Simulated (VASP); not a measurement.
# AlGa3N4 (P-4) in VASP: single point with PBEsol

Aim: the single point of AlGa3N4 with PBEsol.

All numbers are computed with VASP 6.6.1; they aren't measurements. Logs are shortened: lines on timing, memory, paths and dates and some standing lists are left out, and cuts for length are marked.

### Step 1. The cell of the first run

The structure is tetragonal, space group P-4 (No. 81). The conventional cell has a = 4.468 Å, b = 4.468 Å, c = 4.780 Å, α = 90.00°, β = 90.00°, γ = 90.00°. Al (site symmetry -4) has 4 N at 1.94 Å within 2.6 Å. Within 2.6 Å of Ga (site symmetry 2) lie 4 N at 1.97 to 2.02 Å. Within 2.6 Å of Ga (site symmetry -4) lie 4 N at 1.99 Å. Within 2.6 Å of N (site symmetry 1) lie 1 Al at 1.94 Å and 3 Ga at 1.97 to 2.02 Å.

### Step 2. Single point, PBEsol (mode 4 frozen in at -0.082 Å, normal strain along x +0.0700)

INCAR

```
PREC = Accurate
ENCUT = 520
EDIFF = 1E-7
ISMEAR = 0
SIGMA = 0.05
LREAL = False
LASPH = True
NELM = 80
ALGO = Normal
ISIF = 2
LWAVE = False
LCHARG = True
GGA = PS
LELF = True
LVHAR = True
NBANDS = 41
```

KPOINTS

```
Automatic mesh
0
Gamma
  6 6 6
```

POSCAR

```
AlGa3N4
1.0
    4.7803078317      0.0000000000      0.0000000000
    0.0000000000      4.4675774128      0.0000000000
    0.0000000000      0.0000000000      4.4675774128
Al Ga N
1 3 4
Direct
    0.0000000000      0.0000000000      0.0000000000
    0.4815783830      0.5000000336      0.0000000000
    0.5184216170      0.0000000000      0.4999997448
    0.0000000000      0.4999999664      0.5000002552
    0.7550464963      0.7493609283      0.2392682031
    0.7550463181      0.2506389141      0.7607318177
    0.2449536612      0.7607318861      0.7493609967
    0.2449535244      0.2392682715      0.2506389825
```

Potentials or basis: VASP PAW PBE potentials, release 64 (Al, Ga_d, N).

Command:

```sh
> cat potpaw_PBE.64/Al/POTCAR potpaw_PBE.64/Ga_d/POTCAR potpaw_PBE.64/N/POTCAR > POTCAR
> mpirun -np 1 vasp_std > vasp.out
```

OUTCAR:

```text
PREC = Accurate
   ENCUT = 520
   EDIFF = 1E-7
   ISMEAR = 0
   LREAL = False
   LASPH = True
   NELM = 80
   ISIF = 2
   GGA = PS

 ion  position               nearest neighbor table
   1  0.000  0.000  0.000-   8 1.94   5 1.94   6 1.94   7 1.94
   2  0.482  0.500  0.000-   7 1.97   8 1.97   6 2.02   5 2.02
   3  0.518  0.000  0.500-   5 1.97   6 1.97   8 2.02   7 2.02
   4  0.000  0.500  0.500-   6 1.99   7 1.99   8 1.99   5 1.99
   5  0.755  0.749  0.239-   1 1.94   3 1.97   4 1.99   2 2.02
   6  0.755  0.251  0.761-   1 1.94   3 1.97   4 1.99   2 2.02
   7  0.245  0.761  0.749-   1 1.94   2 1.97   4 1.99   3 2.02
   8  0.245  0.239  0.251-   1 1.94   2 1.97   4 1.99   3 2.02

  LATTYP: Found a simple tetragonal cell.
 ALAT       =     4.4675774128
 C/A-ratio  =     1.0700000000

  Lattice vectors:

 A1 = (   0.0000000000,   4.4675774128,   0.0000000000)
 A2 = (   0.0000000000,   0.0000000000,   4.4675774128)
 A3 = (   4.7803078317,   0.0000000000,   0.0000000000)

Analysis of symmetry for initial positions (statically):
=====================================================================
 Subroutine PRICEL returns:
 Original cell was already a primitive cell.

 Routine SETGRP: Setting up the symmetry group for a
 simple tetragonal supercell.

 Subroutine GETGRP returns: Found  4 space group operations
 (whereof  4 operations were pure point group operations)
 out of a pool of 16 trial point group operations.

The static configuration has the point symmetry S_4 .

Analysis of symmetry for dynamics (positions and initial velocities):
=====================================================================
 Subroutine PRICEL returns:
 Original cell was already a primitive cell.

 Routine SETGRP: Setting up the symmetry group for a
 simple tetragonal supercell.

 Subroutine GETGRP returns: Found  4 space group operations
 (whereof  4 operations were pure point group operations)
 out of a pool of 16 trial point group operations.

The dynamic configuration has the point symmetry S_4 .

 Subroutine INISYM returns: Found  4 space group operations
 (whereof  4 operations are pure point group operations),
 and found     1 'primitive' translations

----------------------------------------------------------------------------------------

                                     Primitive cell

  volume of cell :      95.4113

  direct lattice vectors                    reciprocal lattice vectors
     4.780307832  0.000000000  0.000000000     0.209191549  0.000000000  0.000000000
     0.000000000  4.467577413  0.000000000     0.000000000  0.223834957  0.000000000
     0.000000000  0.000000000  4.467577413     0.000000000  0.000000000  0.223834957

  length of vectors
     4.780307832  4.467577413  4.467577413     0.209191549  0.223834957  0.223834957

  position of ions in fractional coordinates (direct lattice)
     0.000000000  0.000000000  0.000000000
     0.481578383  0.500000034  0.000000000
     0.518421617  0.000000000  0.499999745
     0.000000000  0.499999966  0.500000255
     0.755046496  0.749360928  0.239268203
     0.755046318  0.250638914  0.760731818
     0.244953661  0.760731886  0.749360997
     0.244953524  0.239268272  0.250638982

  ion indices of the primitive-cell ions
   primitive index   ion index
                 1           1
                 2           2
                 3           3
                 4           4
                 5           5
                 6           6
                 7           7
                 8           8

----------------------------------------------------------------------------------------

 KPOINTS: Automatic mesh

Automatic generation of k-mesh.
 Grid dimensions read from file:
 generate k-points for:    6    6    6

 Generating k-lattice:

  Cartesian coordinates                     Fractional coordinates (reciprocal lattice)
     0.034865258  0.000000000  0.000000000     0.166666667  0.000000000  0.000000000
     0.000000000  0.037305826  0.000000000     0.000000000  0.166666667  0.000000000
     0.000000000  0.000000000  0.037305826     0.000000000  0.000000000  0.166666667

  Length of vectors
     0.034865258  0.037305826  0.037305826

  Shift w.r.t. Gamma in fractional coordinates (k-lattice)
     0.000000000  0.000000000  0.000000000

 Subroutine IBZKPT returns following result:
 ===========================================

 Found     44 irreducible k-points:

 Following reciprocal coordinates:
            Coordinates               Weight
  0.000000  0.000000  0.000000      1.000000
  0.166667  0.000000  0.000000      2.000000
  0.333333  0.000000  0.000000      2.000000
  0.500000  0.000000  0.000000      1.000000
  0.000000  0.166667  0.000000      4.000000
  0.166667  0.166667  0.000000      8.000000
[... 16 lines left out ...]
  0.166667  0.333333  0.166667      8.000000
 -0.166667 -0.333333  0.166667      8.000000
 [... further k-points ...]
   k-points           NKPTS =     44   k-points in BZ     NKDIM =     44   number of bands    NBANDS=     41
   number of dos      NEDOS =    301   number of ions     NIONS =      8
   total plane-waves  NPLWV =  46656
   dimension x,y,z NGX =    36 NGY =   36 NGZ =   36
   dimension x,y,z NGXF=    72 NGYF=   72 NGZF=   72
   ions per type =               1   3   4
   NGX,Y,Z   is equivalent  to a cutoff of  12.52, 13.40, 13.40 a.u.
   NGXF,Y,Z  is equivalent  to a cutoff of  25.04, 26.79, 26.79 a.u.
 SYSTEM =  unknown system
   PREC   = accura    normal or accurate (medium, high low for compatibility)
   ISTART =      0    job   : 0-new  1-cont  2-samecut
   ICHARG =      2    charge: 1-file 2-atom 10-const
   ISPIN  =      1    spin polarized calculation?
   LNONCOLLINEAR =      F non collinear calculations
   LSORBIT =      F    spin-orbit coupling
   LASPH  =      T    aspherical Exc in radial PAW
   ENCUT  =  520.0 eV  38.22 Ry    6.18 a.u.   8.89  8.31  8.31*2*pi/ulx,y,z
   NELM   =     80;   NELMIN=  2; NELMDL= -5     # of ELM steps
   EDIFF  = 0.1E-06   stopping-criterion for ELM
   LREAL  =      F    real-space projection
   EDIFFG = 0.1E-05   stopping-criterion for IOM
   NSW    =      0    number of steps for IOM
   IBRION =     -1    ionic relax: 0-MD 1-quasi-New 2-CG
   NFREE  =      0    steps in history (QN), initial steepest desc. (CG)
   ISIF   =      2    stress and relaxation
   ISYM   =      2    0-nonsym 1-usesym 2-fastsym
   POTIM  = 0.5000    time-step for ionic-motion
   TEBEG  =    0.0;   TEEND  =   0.0 temperature during run
   PSTRESS=    0.0 pullay stress
   NELECT =      62.0000    total number of electrons
   NUPDOWN=      -1.0000    fix difference up-down
   EMIN   =  10.00;   EMAX   =-10.00  energy-range for DOS
   EFERMI =   0.00;   METHOD = LEGACY
   ISMEAR =     0;   SIGMA  =   0.05  broadening in eV -4-tet -1-fermi 0-gaus
   EFERMI_NEDOS =   21; number of points for ismear=-14 and -15
   IALGO  =     38    algorithm
   IMIX   =      4    mixing-type and parameters
     AMIX     =   0.40;   BMIX     =  1.00
     AMIX_MAG =   1.60;   BMIX_MAG =  1.00
  volume/ion in A,a.u.               =      11.93        80.48
  Fermi-wavevector in a.u.,A,eV,Ry     =   1.417986  2.679606 27.357034  2.010685
  Thomas-Fermi vector in A             =   2.539159
   LORBIT       =      0    0 simple, 1 ext, 2 COOP (PROOUT), +10 PAW based schemes
   GGA     = PS    functional components
   LHFCALC =     F    Hartree Fock is set to
   AEXX    =    0.0000 exact exchange contribution
   IVDW    =     0    specifies the selected vdW correction
   LEPSILON=     F    determine dielectric tensor
   LRPA    =     F    only Hartree local field effects (RPA)
 non-spin polarized calculation
 Gauss-broadening in eV      SIGMA  =   0.05
  energy-cutoff  :      520.00
  volume of cell :       95.41
 maximum number of plane-waves:      2629
   NGX = 17   NGY = 17   NGZ = 17

 number of electron      61.9999985 magnetization

 Free energy of the ion-electron system (eV)
  ---------------------------------------------------
  ext. energy  EPLUGINS =         0.00000000
  ---------------------------------------------------
  free energy    TOTEN  =       -54.52997878 eV

  energy without entropy =      -54.52997878  energy(sigma->0) =      -54.52997878

 E-fermi :   5.0083     XC(G=0): -11.4062

 val. band max:        4.7462034732   @ k =   0.0000   0.0000   0.0000
 cond. band min:       6.4452792667   @ k =   0.0000   0.0000   0.0000
 fundamental gap:      1.6990757934
 Fermi energy:         5.0083059681

 k-point     1 :       0.0000    0.0000    0.0000
  band No.  band energies     occupation
      1     -10.5356      2.00000
      2      -9.5484      2.00000
      3      -9.5185      2.00000
      4      -9.5185      2.00000
      5      -8.5008      2.00000
      6      -8.4958      2.00000
[... 33 lines left out ...]
     40      14.9085      0.00000
     41      14.9871      0.00000

 k-point     2 :       0.1667    0.0000    0.0000
  band No.  band energies     occupation
      1     -10.4441      2.00000
      2      -9.5741      2.00000
      3      -9.5176      2.00000
      4      -9.5176      2.00000
      5      -8.4994      2.00000
      6      -8.4681      2.00000
[... 33 lines left out ...]
     40      15.1304      0.00000
     41      15.3306      0.00000

 k-point     3 :       0.3333    0.0000    0.0000
  band No.  band energies     occupation
      1     -10.2036      2.00000
      2      -9.6698      2.00000
      3      -9.5159      2.00000
      4      -9.5159      2.00000
      5      -8.4759      2.00000
      6      -8.4528      2.00000
[... 33 lines left out ...]
     40      14.8060      0.00000
     41      14.9145      0.00000

 k-point     4 :       0.5000    0.0000    0.0000
  band No.  band energies     occupation
      1      -9.9738      2.00000
      2      -9.8191      2.00000
      3      -9.5151      2.00000
      4      -9.5151      2.00000
      5      -8.4602      2.00000
      6      -8.4391      2.00000
[... 825 lines left out ...]
     40      14.8618      0.00000
     41      15.0418      0.00000

 k-point    23 :       0.1667    0.3333    0.1667
  band No.  band energies     occupation
      1     -10.0474      2.00000
      2      -9.6183      2.00000
      3      -9.5699      2.00000
      4      -9.5404      2.00000
      5      -8.4835      2.00000
      6      -8.4621      2.00000
[... 33 lines left out ...]
     40      14.5756      0.00000
     41      14.8305      0.00000

 k-point    24 :      -0.1667   -0.3333    0.1667
  band No.  band energies     occupation
      1     -10.0476      2.00000
      2      -9.6173      2.00000
      3      -9.5683      2.00000
      4      -9.5429      2.00000
      5      -8.4848      2.00000
      6      -8.4604      2.00000
[... 33 lines left out ...]
     40      14.6544      0.00000
     41      14.7251      0.00000

 [... further k-points ...]
[... 5 lines left out ...]
  --------------------------------------------------------------------------------------
  -------------------------------------------------------------------------------------
  Total      -10.9774791     -4.8204771     -4.8204771      0.0000000      0.0000003      0.0000000
  in kB     -184.3372755    -80.9469649    -80.9469649      0.0000000      0.0000049      0.0000000
  external PRESSURE =    -115.4104017 kB  Pullay stress =       0.0000000 kB

 VOLUME and BASIS-vectors are now :
 -----------------------------------------------------------------------------
  energy-cutoff  :      520.00
  volume of cell :       95.41
      direct lattice vectors                 reciprocal lattice vectors
     4.780307832  0.000000000  0.000000000     0.209191549  0.000000000  0.000000000
     0.000000000  4.467577413  0.000000000     0.000000000  0.223834957  0.000000000
     0.000000000  0.000000000  4.467577413     0.000000000  0.000000000  0.223834957

 POSITION                                       TOTAL-FORCE (eV/Angst)
 -----------------------------------------------------------------------------------
      0.00000      0.00000      0.00000         0.000000      0.000000      0.000000
      2.30209      2.23379      0.00000         0.726290      0.000000      0.000000
      2.47821      0.00000      2.23379        -0.726290      0.000000      0.000000
      0.00000      2.23379      2.23379         0.000000      0.000000      0.000000
      3.60935      3.34783      1.06895        -0.042472      0.111845      0.070390
      3.60935      1.11975      3.39863        -0.042472     -0.111845     -0.070390
      1.17095      3.39863      3.34783         0.042472     -0.070390      0.111845
      1.17095      1.06895      1.11975         0.042472      0.070390     -0.111845
 -----------------------------------------------------------------------------------
    total drift:                               -0.000000     -0.000020      0.000003

  FREE ENERGIE OF THE ION-ELECTRON SYSTEM (eV)
  ---------------------------------------------------
  free  energy   TOTEN  =       -54.5299787840 eV

  energy  without entropy=      -54.5299787840  energy(sigma->0) =      -54.52997878
```

It took 3 min on 1 thread of Intel Xeon Platinum 8375C at 2.90GHz (Ice Lake), shared host; peak memory 0.29 GiB.

What came out:

```
Free energy            : -54.5300 eV
Pressure               : -11.5 GPa
Largest force          : 0.726 eV/Å
Band gap on the k mesh : 1.70 eV, direct
```

Forces in eV/Å, atoms in the order of the input:
```
Al   0.000  0.000  0.000
Ga   0.726  0.000  0.000
Ga  -0.726  0.000  0.000
Ga   0.000  0.000  0.000
N   -0.042  0.112  0.070
N   -0.042 -0.112 -0.070
N    0.042 -0.070  0.112
N    0.042  0.070 -0.112
```

Stress tensor (GPa, compression positive):
```
-18.43   0.00   0.00
  0.00  -8.09   0.00
  0.00   0.00  -8.09
```

Caveat: the cell differs from its parent crystal (mode 4 frozen in at -0.082 Å, normal strain along x +0.0700); the PAW data sets were made with another functional, which shifts forces and pressure a little.
